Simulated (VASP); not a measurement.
# Mg2Si3N3 (Pmmm) in VASP: further runs

Runs on Mg2Si3N3. Level: PBE. Tasks: single point.

Program: VASP 6.6.1. These are calculated values, not measurements. Logs are shortened: lines on timing, memory, paths and dates and some standing lists are left out, and cuts for length are marked.

**1. The cell of the first run**

Symmetry: Pmmm, No. 47, orthorhombic system. The conventional cell has a = 2.895 Å, b = 3.946 Å, c = 8.815 Å, α = 90.00°, β = 90.00°, γ = 90.00°. Mg (site symmetry mm2) has 6 N at 2.24 to 2.84 Å and 4 Si at 2.61 to 3.06 Å and 2 Mg at 2.89 Å within 3.1 Å. Within 3.1 Å of Si (site symmetry mmm) lie 4 N at 2.33 Å and 6 Si at 2.45 to 2.89 Å and 4 Mg at 3.06 Å. Within 3.2 Å of Si (site symmetry mmm) lie 4 N at 2.45 Å and 4 Mg at 2.61 Å and 2 Si at 2.89 Å. Within 2.5 Å of Si (site symmetry mmm) lie 4 N at 1.91 Å and 4 Si at 2.45 Å. Within 2.5 Å of N (site symmetry mm2) lie 4 Si at 1.91 to 2.33 Å and 1 N at 2.50 Å. N (site symmetry mmm) has 4 Mg at 2.24 Å and 4 Si at 2.45 Å and 2 N at 2.89 Å within 3.0 Å.

The cell was built from a structure type or drawn by symmetry, and may not be a known phase.

**2. Single point, PBE**

Input file INCAR:

```
SYSTEM = Mg2Si3N3
PREC = Accurate
ENCUT = 600
EDIFF = 1E-6
ISMEAR = 0
SIGMA = 0.2
LREAL = .FALSE.
LASPH = .TRUE.
NELM = 120
ALGO = Normal
ISIF = 2
LWAVE = .FALSE.
LCHARG = .FALSE.
GGA = PE
NBANDS = 26
GGA_COMPAT = .FALSE.
```

Input file KPOINTS:

```
regular mesh
0
G
  5 4 2
  0 0 0
```

Input file POSCAR:

```
Mg2Si3N3
1.0
    3.9460670908      0.0000000000      0.0000000000
    0.0000000000      2.8949640019      0.0000000000
    0.0000000000      0.0000000000      8.8147887118
Mg Si N
2 3 3
Direct
    0.0000000000      0.0000000000      0.3058851291
    0.0000000000      0.0000000000      0.6941148709
    0.0000000000      0.5000000000      0.0000000000
    0.5000000000      0.0000000000      0.5000000000
    0.5000000000      0.0000000000      0.0000000000
    0.5000000000      0.5000000000      0.1416536113
    0.5000000000      0.5000000000      0.8583463887
    0.0000000000      0.5000000000      0.5000000000
```

Potentials or basis: VASP PAW PBE potentials, release 64 (Mg, Si, N).

The run is started by

```console
cat potpaw_PBE.64/Mg/POTCAR potpaw_PBE.64/Si/POTCAR potpaw_PBE.64/N/POTCAR > POTCAR
mpirun -np 1 vasp_std > vasp.out
```

OUTCAR:

```text
SYSTEM = Mg2Si3N3
   PREC = Accurate
   ENCUT = 600
   EDIFF = 1E-6
   ISMEAR = 0
   LREAL = .FALSE.
   LASPH = .TRUE.
   NELM = 120
   ISIF = 2
   GGA = PE

 ion  position               nearest neighbor table
   1  0.000  0.000  0.306-   8 2.24   8 2.24   4 2.61   4 2.61   3 3.06   3 3.06   5 3.34   5 3.34
                             2 3.42
   2  0.000  0.000  0.694-   8 2.24   8 2.24   4 2.61   4 2.61   3 3.06   3 3.06   5 3.34   5 3.34
                             1 3.42
   3  0.000  0.500  0.000-   6 2.33   7 2.33   6 2.33   7 2.33   5 2.45   5 2.45   5 2.45   5 2.45
                             1 3.06   1 3.06   2 3.06   2 3.06
   4  0.500  0.000  0.500-   8 2.45   8 2.45   8 2.45   8 2.45   1 2.61   2 2.61   1 2.61   2 2.61

   5  0.500  0.000  0.000-   6 1.91   7 1.91   6 1.91   7 1.91   3 2.45   3 2.45   3 2.45   3 2.45
                             1 3.34   2 3.34   1 3.34   2 3.34
   6  0.500  0.500  0.142-   5 1.91   5 1.91   3 2.33   3 2.33
   7  0.500  0.500  0.858-   5 1.91   5 1.91   3 2.33   3 2.33
   8  0.000  0.500  0.500-   1 2.24   2 2.24   1 2.24   2 2.24   4 2.45   4 2.45   4 2.45   4 2.45

  LATTYP: Found a simple orthorhombic cell.
 ALAT       =     2.8949640019
 B/A-ratio  =     1.3630798477
 C/A-ratio  =     3.0448698865

  Lattice vectors:

 A1 = (   0.0000000000,  -2.8949640019,   0.0000000000)
 A2 = (   3.9460670908,   0.0000000000,   0.0000000000)
 A3 = (   0.0000000000,   0.0000000000,   8.8147887118)

Analysis of symmetry for initial positions (statically):
=====================================================================
 Subroutine PRICEL returns:
 Original cell was already a primitive cell.

 Routine SETGRP: Setting up the symmetry group for a
 simple orthorhombic supercell.

 Subroutine GETGRP returns: Found  8 space group operations
 (whereof  8 operations were pure point group operations)
 out of a pool of  8 trial point group operations.

The static configuration has the point symmetry D_2h.

Analysis of symmetry for dynamics (positions and initial velocities):
=====================================================================
 Subroutine PRICEL returns:
 Original cell was already a primitive cell.

 Routine SETGRP: Setting up the symmetry group for a
 simple orthorhombic supercell.

 Subroutine GETGRP returns: Found  8 space group operations
 (whereof  8 operations were pure point group operations)
 out of a pool of  8 trial point group operations.

The dynamic configuration has the point symmetry D_2h.

 Subroutine INISYM returns: Found  8 space group operations
 (whereof  8 operations are pure point group operations),
 and found     1 'primitive' translations

----------------------------------------------------------------------------------------

                                     Primitive cell

  volume of cell :     100.6977

  direct lattice vectors                    reciprocal lattice vectors
     3.946067091  0.000000000  0.000000000     0.253416877  0.000000000  0.000000000
     0.000000000  2.894964002  0.000000000     0.000000000  0.345427439  0.000000000
     0.000000000  0.000000000  8.814788712     0.000000000  0.000000000  0.113445714

  length of vectors
     3.946067091  2.894964002  8.814788712     0.253416877  0.345427439  0.113445714

  position of ions in fractional coordinates (direct lattice)
     0.000000000  0.000000000  0.305885129
     0.000000000  0.000000000  0.694114871
     0.000000000  0.500000000  0.000000000
     0.500000000  0.000000000  0.500000000
     0.500000000  0.000000000  0.000000000
     0.500000000  0.500000000  0.141653611
     0.500000000  0.500000000  0.858346389
     0.000000000  0.500000000  0.500000000

  ion indices of the primitive-cell ions
   primitive index   ion index
                 1           1
                 2           2
                 3           3
                 4           4
                 5           5
                 6           6
                 7           7
                 8           8

----------------------------------------------------------------------------------------

 KPOINTS: regular mesh

Automatic generation of k-mesh.
 Grid dimensions read from file:
 generate k-points for:    5    4    2

 Generating k-lattice:

  Cartesian coordinates                     Fractional coordinates (reciprocal lattice)
     0.050683375  0.000000000  0.000000000     0.200000000  0.000000000  0.000000000
     0.000000000  0.086356860  0.000000000     0.000000000  0.250000000  0.000000000
     0.000000000  0.000000000  0.056722857     0.000000000  0.000000000  0.500000000

  Length of vectors
     0.050683375  0.086356860  0.056722857

  Shift w.r.t. Gamma in fractional coordinates (k-lattice)
     0.000000000  0.000000000  0.000000000

 Subroutine IBZKPT returns following result:
 ===========================================

 Found     18 irreducible k-points:

 Following reciprocal coordinates:
            Coordinates               Weight
  0.000000  0.000000  0.000000      1.000000
  0.200000  0.000000  0.000000      2.000000
  0.400000  0.000000  0.000000      2.000000
  0.000000  0.250000  0.000000      2.000000
  0.200000  0.250000  0.000000      4.000000
  0.400000  0.250000  0.000000      4.000000
[... 10 lines left out ...]
  0.200000  0.500000  0.500000      2.000000
  0.400000  0.500000  0.500000      2.000000
   k-points           NKPTS =     18   k-points in BZ     NKDIM =     18   number of bands    NBANDS=     26
   number of dos      NEDOS =    301   number of ions     NIONS =      8
   total plane-waves  NPLWV =  53760
   dimension x,y,z NGX =    32 NGY =   24 NGZ =   70
   dimension x,y,z NGXF=    64 NGYF=   48 NGZF=  140
   ions per type =               2   3   3
   NGX,Y,Z   is equivalent  to a cutoff of  13.48, 13.78, 13.20 a.u.
   NGXF,Y,Z  is equivalent  to a cutoff of  26.96, 27.56, 26.40 a.u.
 SYSTEM =  Mg2Si3N3
   PREC   = accura    normal or accurate (medium, high low for compatibility)
   ISTART =      0    job   : 0-new  1-cont  2-samecut
   ICHARG =      2    charge: 1-file 2-atom 10-const
   ISPIN  =      1    spin polarized calculation?
   LNONCOLLINEAR =      F non collinear calculations
   LSORBIT =      F    spin-orbit coupling
   LASPH  =      T    aspherical Exc in radial PAW
   ENCUT  =  600.0 eV  44.10 Ry    6.64 a.u.   7.88  5.78 17.61*2*pi/ulx,y,z
   NELM   =    120;   NELMIN=  2; NELMDL= -5     # of ELM steps
   EDIFF  = 0.1E-05   stopping-criterion for ELM
   LREAL  =      F    real-space projection
   EDIFFG = 0.1E-04   stopping-criterion for IOM
   NSW    =      0    number of steps for IOM
   IBRION =     -1    ionic relax: 0-MD 1-quasi-New 2-CG
   NFREE  =      0    steps in history (QN), initial steepest desc. (CG)
   ISIF   =      2    stress and relaxation
   ISYM   =      2    0-nonsym 1-usesym 2-fastsym
   POTIM  = 0.5000    time-step for ionic-motion
   TEBEG  =    0.0;   TEEND  =   0.0 temperature during run
   PSTRESS=    0.0 pullay stress
   NELECT =      31.0000    total number of electrons
   NUPDOWN=      -1.0000    fix difference up-down
   EMIN   =  10.00;   EMAX   =-10.00  energy-range for DOS
   EFERMI =   0.00;   METHOD = LEGACY
   ISMEAR =     0;   SIGMA  =   0.20  broadening in eV -4-tet -1-fermi 0-gaus
   EFERMI_NEDOS =   21; number of points for ismear=-14 and -15
   IALGO  =     38    algorithm
   IMIX   =      4    mixing-type and parameters
     AMIX     =   0.40;   BMIX     =  1.00
     AMIX_MAG =   1.60;   BMIX_MAG =  1.00
  volume/ion in A,a.u.               =      12.59        84.94
  Fermi-wavevector in a.u.,A,eV,Ry     =   1.105407  2.088916 16.625294  1.221925
  Thomas-Fermi vector in A             =   2.241894
   LORBIT       =      0    0 simple, 1 ext, 2 COOP (PROOUT), +10 PAW based schemes
   GGA     = PE    functional components
   LHFCALC =     F    Hartree Fock is set to
   AEXX    =    0.0000 exact exchange contribution
   IVDW    =     0    specifies the selected vdW correction
   LEPSILON=     F    determine dielectric tensor
   LRPA    =     F    only Hartree local field effects (RPA)
 non-spin polarized calculation
 Gauss-broadening in eV      SIGMA  =   0.20
  energy-cutoff  :      600.00
  volume of cell :      100.70
 maximum number of plane-waves:      3380
 NGX is ok and might be reduce to    32
   NGX = 15   NGY = 11   NGZ = 35

 number of electron      31.0000001 magnetization

 Free energy of the ion-electron system (eV)
  ---------------------------------------------------
  ext. energy  EPLUGINS =         0.00000000
  ---------------------------------------------------
  free energy    TOTEN  =       -40.12934796 eV

  energy without entropy =      -40.05671977  energy(sigma->0) =      -40.09303386

 E-fermi :   7.0468     XC(G=0): -10.5865

 val. band max:        7.0408732676   @ k =   0.4000   0.2500   0.0000
 cond. band min:       7.0588549037   @ k =   0.2000   0.5000   0.0000
 fundamental gap:      0.0179816361
 Fermi energy:         7.0468179131

 k-point     1 :       0.0000    0.0000    0.0000
  band No.  band energies     occupation
      1     -11.4646      2.00000
      2      -8.4124      2.00000
      3      -8.1096      2.00000
      4      -1.7997      2.00000
      5      -0.7952      2.00000
      6       0.3298      2.00000
[... 18 lines left out ...]
     25      13.3327      0.00000
     26      13.3997      0.00000

 k-point     2 :       0.2000    0.0000    0.0000
  band No.  band energies     occupation
      1     -11.3127      2.00000
      2      -8.3367      2.00000
      3      -7.9487      2.00000
      4      -3.4226      2.00000
      5      -1.0902      2.00000
      6      -0.0289      2.00000
[... 18 lines left out ...]
     25      14.0222      0.00000
     26      14.1302      0.00000

 k-point     3 :       0.4000    0.0000    0.0000
  band No.  band energies     occupation
      1     -11.0293      2.00000
      2      -8.2063      2.00000
      3      -7.6438      2.00000
      4      -4.8262      2.00000
      5      -2.3145      2.00000
      6       0.0692      2.00000
[... 18 lines left out ...]
     25      13.3388      0.00000
     26      13.9063      0.00000

 k-point     4 :       0.0000    0.2500    0.0000
  band No.  band energies     occupation
      1     -10.7537      2.00000
      2      -7.9071      2.00000
      3      -7.4705      2.00000
      4      -2.0100      2.00000
      5      -0.1135      2.00000
      6      -0.0042      2.00000
[... 18 lines left out ...]
     25      13.2528      0.00000
     26      13.8597      0.00000

 k-point     5 :       0.2000    0.2500    0.0000
  band No.  band energies     occupation
      1     -10.6174      2.00000
      2      -7.8406      2.00000
      3      -7.3369      2.00000
      4      -2.7016      2.00000
      5      -0.8435      2.00000
      6      -0.4467      2.00000
[... 18 lines left out ...]
     25      13.4162      0.00000
     26      13.6681      0.00000

 k-point     6 :       0.4000    0.2500    0.0000
  band No.  band energies     occupation
      1     -10.3677      2.00000
      2      -7.7270      2.00000
      3      -7.0921      2.00000
      4      -3.8554      2.00000
      5      -1.3396      2.00000
      6      -0.7167      2.00000
[... 253 lines left out ...]
 k-point    15 :       0.4000    0.2500    0.5000
  band No.  band energies     occupation
      1     -10.3672      2.00000
      2      -7.7333      2.00000
      3      -7.0863      2.00000
      4      -3.8626      2.00000
      5      -1.2430      2.00000
      6      -0.7262      2.00000
[... 18 lines left out ...]
     25      13.2204      0.00000
     26      13.5812      0.00000

 k-point    16 :       0.0000    0.5000    0.5000
  band No.  band energies     occupation
      1      -9.7174      2.00000
      2      -7.2683      2.00000
      3      -6.5536      2.00000
      4      -3.9742      2.00000
      5      -1.1188      2.00000
      6       0.0571      2.00000
[... 18 lines left out ...]
     25      13.1110      0.00000
     26      13.5618      0.00000

 k-point    17 :       0.2000    0.5000    0.5000
  band No.  band energies     occupation
      1      -9.6163      2.00000
      2      -7.2124      2.00000
      3      -6.4837      2.00000
      4      -3.7151      2.00000
      5      -0.7907      2.00000
      6      -0.4612      2.00000
[... 18 lines left out ...]
     25      12.6654      0.00000
     26      12.8921      0.00000

 k-point    18 :       0.4000    0.5000    0.5000
  band No.  band energies     occupation
      1      -9.4384      2.00000
      2      -7.1179      2.00000
      3      -6.3631      2.00000
      4      -3.1345      2.00000
      5      -1.7057      2.00000
      6       0.0356      2.00000
[... 18 lines left out ...]
     25      12.5636      0.00000
     26      12.8002      0.00000

------------------------ aborting loop because EDIFF is reached ----------------------------------------

  FORCE on cell =-STRESS in cart. coord.  units (eV):
  Direction    XX          YY          ZZ          XY          YZ          ZX
  --------------------------------------------------------------------------------------
  -------------------------------------------------------------------------------------
  Total       -0.2584620     -0.0160863      0.0010318      0.0000000      0.0000000      0.0000000
  in kB       -4.1123272     -0.2559452      0.0164161      0.0000000      0.0000000      0.0000000
  external PRESSURE =      -1.4506188 kB  Pullay stress =       0.0000000 kB

 VOLUME and BASIS-vectors are now :
 -----------------------------------------------------------------------------
  energy-cutoff  :      600.00
  volume of cell :      100.70
      direct lattice vectors                 reciprocal lattice vectors
     3.946067091  0.000000000  0.000000000     0.253416877  0.000000000  0.000000000
     0.000000000  2.894964002  0.000000000     0.000000000  0.345427439  0.000000000
     0.000000000  0.000000000  8.814788712     0.000000000  0.000000000  0.113445714

 POSITION                                       TOTAL-FORCE (eV/Angst)
 -----------------------------------------------------------------------------------
      0.00000      0.00000      2.69631         0.000000      0.000000      0.024210
      0.00000      0.00000      6.11848        -0.000000     -0.000000     -0.024210
      0.00000      1.44748      0.00000         0.000000      0.000000      0.000000
      1.97303      0.00000      4.40739         0.000000      0.000000      0.000000
      1.97303      0.00000      0.00000         0.000000      0.000000      0.000000
      1.97303      1.44748      1.24865         0.000000      0.000000      0.025450
      1.97303      1.44748      7.56614         0.000000      0.000000     -0.025450
      0.00000      1.44748      4.40739         0.000000      0.000000      0.000000
 -----------------------------------------------------------------------------------
    total drift:                                0.000000     -0.000000      0.000000

  FREE ENERGIE OF THE ION-ELECTRON SYSTEM (eV)
  ---------------------------------------------------
  free  energy   TOTEN  =       -40.1293479550 eV

  energy  without entropy=      -40.0567197685  energy(sigma->0) =      -40.09303386
```

Wall time 26 s (1 thread of Intel Xeon 6975P-C (Granite Rapids), shared host); peak memory 0.24 GiB.

Results:

| Property | Result |
| --- | --- |
| Free energy | -40.1293 eV |
| Pressure | -0.1 GPa |
| Largest force | 0.025 eV/Å |
| Band gap on the k mesh | zero (an odd number of electrons rules out a gap without spin polarisation) |

Forces in eV/Å, atoms in the order of the input:
```
Mg   0.000  0.000  0.024
Mg   0.000  0.000 -0.024
Si   0.000  0.000  0.000
Si   0.000  0.000  0.000
Si   0.000  0.000  0.000
N    0.000  0.000  0.025
N    0.000  0.000 -0.025
N    0.000  0.000  0.000
```

Caveat: the k points lie up to 0.54 Å⁻¹ apart, too coarse for converged energies and pressures of a metal.

**3. Single point, PBE**

This run uses another cell than the first one, of 19.73 Å³/atom.

INCAR is that of step 2.

Input file KPOINTS:

```
regular mesh
0
G
  5 3 3
  0 0 0
```

Input file POSCAR:

```
Mg2Si3N3
1.0
    2.7562309902      0.0000000000      0.0000000000
    0.0000000000      7.5691725334      0.0000000000
    0.0000000000      0.0000000000      7.5667756692
Mg Si N
2 3 3
Direct
    0.5000000000      0.8120804848      0.5000000000
    0.5000000000      0.1879195152      0.5000000000
    0.0000000000      0.8342712340      0.0000000000
    0.0000000000      0.1657287660      0.0000000000
    0.0000000000      0.5000000000      0.5000000000
    0.5000000000      0.0000000000      0.1122193828
    0.5000000000      0.0000000000      0.8877806172
    0.0000000000      0.0000000000      0.5000000000
```

Potentials or basis: VASP PAW PBE potentials, release 64 (Mg, Si, N).

The run is started by

```console
cat potpaw_PBE.64/Mg/POTCAR potpaw_PBE.64/Si/POTCAR potpaw_PBE.64/N/POTCAR > POTCAR
mpirun -np 1 vasp_std > vasp.out
```

It took 31 s on 1 thread of Intel Xeon 6975P-C (Granite Rapids), shared host; peak memory 0.3 GiB.

It converged, with:

| Item | Value |
| --- | --- |
| Free energy | -39.3273 eV |
| Pressure | 0.3 GPa |
| Largest force | 0.068 eV/Å |
| Band gap on the k mesh | zero (an odd number of electrons rules out a gap without spin polarisation) |

Forces on the atoms (eV/Å):
```
Mg   0.000 -0.039  0.000
Mg   0.000  0.039  0.000
Si   0.000 -0.026  0.000
Si   0.000  0.026  0.000
Si   0.000  0.000  0.000
N    0.000  0.000  0.068
N    0.000  0.000 -0.068
N    0.000  0.000  0.000
```

Stress tensor (GPa, compression positive):
```
-0.02  0.00  0.00
 0.00  0.21  0.00
 0.00  0.00  0.63
```

Levels at points of the mesh, in eV from the Fermi level:
```tsv
k point	band 12	band 13	band 14	band 15	band 16	band 17	band 18	band 19
(0.00, 0.00, 0.00)	-1.42	-0.98	-0.85	-0.33	0.68	1.61	2.27	2.34
```

Caveat: the k points lie up to 0.46 Å⁻¹ apart, too coarse for converged energies and pressures of a metal.
